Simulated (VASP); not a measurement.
Runs of VASP 6.6.1 on ZnCd2N2. The structure is that of space group R-3m (No. 166), or close to it. The cells are those of the table. 

```csv
cell,gap on the mesh (eV),pressure (GPa),largest force (eV/Å)
"a = 4.027, b = 4.027, c = 7.085 Å, angles 106.5, 106.5, 60.2°, 5 atoms",none,(b),0.36
"a = 3.963, b = 3.963, c = 6.973 Å, angles 106.5, 106.5, 60.2°, 5 atoms",none,-4.5,0.14
"a = 3.931, b = 3.931, c = 6.916 Å, angles 106.5, 106.5, 60.2°, 5 atoms",none,(a),0.02
"a = 3.898, b = 3.898, c = 6.858 Å, angles 106.5, 106.5, 60.2°, 5 atoms",none,-0.4,0.12
"a = 3.995, b = 3.995, c = 7.029 Å, angles 106.5, 106.5, 60.2°, 5 atoms",none,-6.1,0.26
```

Alike in all rows: task single point; level PBE+D3(BJ); potentials or basis VASP PAW PBE potentials, release 64 (Zn, Cd, N); no spin polarisation; k mesh 6 × 6 × 3; cutoff (eV) 520; smearing fermi-dirac 0.05 eV.

Question: Estimate the missing entries.

Answer: (a) -2.6; (b) -7.5.

Caveats: semilocal functionals underestimate gaps, and a narrow one can read as zero; the cell stands under tension (at least some runs).

A k mesh can miss the band edges, and the runs leave out spin-orbit coupling on Cd.

A gap of «none» marks levels without a gap at the run's occupations.
